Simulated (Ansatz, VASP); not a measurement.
Pb8CS8O: VASP beside Ansatz

Contents of INCAR:

```
ALGO     = Normal         # electronic algorithm
DIPOL    = 0.5 0.5 0.285
EDIFF    = 1E-6           # SCF threshold, eV
ENCUT    = 520            # plane-wave cutoff, eV
GGA      = PE             # functional
IDIPOL   = 3            
ISIF     = 2              # what is computed and relaxed
ISMEAR   = 0              # smearing method
LASPH    = True           # aspherical terms in the spheres
LCHARG   = False          # write CHGCAR
LDIPOL   = True         
LREAL    = Auto         
LWAVE    = False          # write WAVECAR
NBANDS   = 100            # bands
NELM     = 100            # most SCF steps
PREC     = Accurate       # precision mode
SIGMA    = 0.05           # smearing width, eV
```

File KPOINTS:

```
k-points
0
Gamma
  3 3 1
```

The input POSCAR:

```
Pb8CS8O
1.0
    8.4980431765      0.0000000000      0.0000000000
    0.0000000000      8.4980431765      0.0000000000
    0.0000000000      0.0000000000     20.7166259994
Pb S C O
8 8 1 1
Direct
    0.2500000000      0.2500000000      0.1930816341
    0.2500000000      0.7500000000      0.1930816341
    0.7500000000      0.2500000000      0.1930816341
    0.7500000000      0.7500000000      0.1930816341
    0.0000000000      0.0000000000      0.3242142808
    0.0000000000      0.5000000000      0.3242142808
    0.5000000000      0.0000000000      0.3242142808
    0.5000000000      0.5000000000      0.3242142808
    0.0000000000      0.0000000000      0.1930816341
    0.0000000000      0.5000000000      0.1930816341
    0.5000000000      0.0000000000      0.1930816341
    0.5000000000      0.5000000000      0.1930816341
    0.2500000000      0.2500000000      0.3230985962
    0.2500000000      0.7500000000      0.3230985962
    0.7500000000      0.2500000000      0.3230985962
    0.7500000000      0.7500000000      0.3230985962
    0.6829257350      0.0000000000      0.4979877515
    0.8170742650      0.0000000000      0.4979877515
```

Input for Ansatz:

```yaml
crystal:
  lattice:
    - [8.4980431765, 0.0, 0.0]
    - [0.0, 8.4980431765, 0.0]
    - [0.0, 0.0, 20.7166259994]
  atoms:
    - { symbol: Pb, position: [0.25, 0.25, 0.1930816341] }
    - { symbol: Pb, position: [0.25, 0.75, 0.1930816341] }
    - { symbol: Pb, position: [0.75, 0.25, 0.1930816341] }
    - { symbol: Pb, position: [0.75, 0.75, 0.1930816341] }
    - { symbol: S, position: [0.0, 0.0, 0.1930816341] }
    - { symbol: S, position: [0.0, 0.5, 0.1930816341] }
    - { symbol: S, position: [0.5, 0.0, 0.1930816341] }
    - { symbol: S, position: [0.5, 0.5, 0.1930816341] }
    - { symbol: Pb, position: [0.0, 0.0, 0.3242142808] }
    - { symbol: Pb, position: [0.0, 0.5, 0.3242142808] }
    - { symbol: Pb, position: [0.5, 0.0, 0.3242142808] }
    - { symbol: Pb, position: [0.5, 0.5, 0.3242142808] }
    - { symbol: S, position: [0.25, 0.25, 0.3230985962] }
    - { symbol: S, position: [0.25, 0.75, 0.3230985962] }
    - { symbol: S, position: [0.75, 0.25, 0.3230985962] }
    - { symbol: S, position: [0.75, 0.75, 0.3230985962] }
    - { symbol: C, position: [0.682925735, 0.0, 0.4979877515] }
    - { symbol: O, position: [0.817074265, 0.0, 0.4979877515] }
basis:
  ecutwfc: 420
kpoints:
  mp_grid: { grid: [3, 3, 1] }
hamiltonian:
  xc: pbe
scf:
  occupations: { method: gaussian, width: 0.05 }
output:
  forces: true
  eigenvalues: true
efield:
  axis: 3
  dipole_correction: true
  ramp_width: 0.04
```

Alike in both runs: task single point; functional PBE; k mesh 3 × 3 × 1; occupations gaussian, width 0.05 eV; no spin polarisation.

|  | VASP | Ansatz |
| --- | --- | --- |
| version | VASP 6.6.1 | Ansatz 0.2.0 |
| potentials or method | VASP PAW PBE potentials, release 64 (Pb_d, S, C, O), cutoff 520 eV | scalar-relativistic, plane waves, PAW |
| valence electrons in the cell | 170 | 170 |

Ansatz gave:

- gap on the k mesh at the Fermi level (eV): 1.83
- least direct gap on the mesh (eV): 1.83
- rms of the force components (eV/Å): 0.118

Question: What did VASP give for the same quantities?

Answer: gap on the k mesh at the Fermi level (eV): 1.84; least direct gap on the mesh (eV): 1.84; rms of the force components (eV/Å): 0.101.

One of these differences is far larger than is usual between the two programs; its cause wasn't traced.

Spin-orbit coupling is off throughout. Noted on VASP's run: the standard files for N, O and F lose accuracy on very short bonds.
